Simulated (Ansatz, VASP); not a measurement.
## Two plane-wave programs on Al

```xyz
2
Lattice="2.9694 0.0000 0.0000 -1.4847 2.5716 0.0000 0.0000 0.0000 4.9351" Properties=species:S:1:pos:R:3 pbc="T T T"
Al    1.4847    0.8572    3.7013
Al    0.0000    1.7144    1.2338
```

Alike in both runs: task single point; functional PBEsol; k mesh 18 × 18 × 10; occupations gaussian, width 0.15 eV; no spin polarisation.

|  | VASP | Ansatz |
| --- | --- | --- |
| version | VASP 6.6.1 | Ansatz 0.2.0 |
| potentials or method | VASP PAW PBE potentials, release 64 (Al), cutoff 520 eV | scalar-relativistic, plane waves, PAW |
| valence electrons in the cell | 6 | 6 |

VASP gave:

| Quantity | Value |
| --- | --- |
| gap on the k mesh at the Fermi level (eV) | none |
| pressure (GPa) | -8.1 |

**Question.** Which values does Ansatz return?

**Answer.** gap on the k mesh at the Fermi level (eV): none; pressure (GPa): -8.2.

VASP's potentials were made for PBE, not for PBEsol, and Ansatz warns of the same on its side. A gap of «none» marks a metal or a gap that the smearing closes.
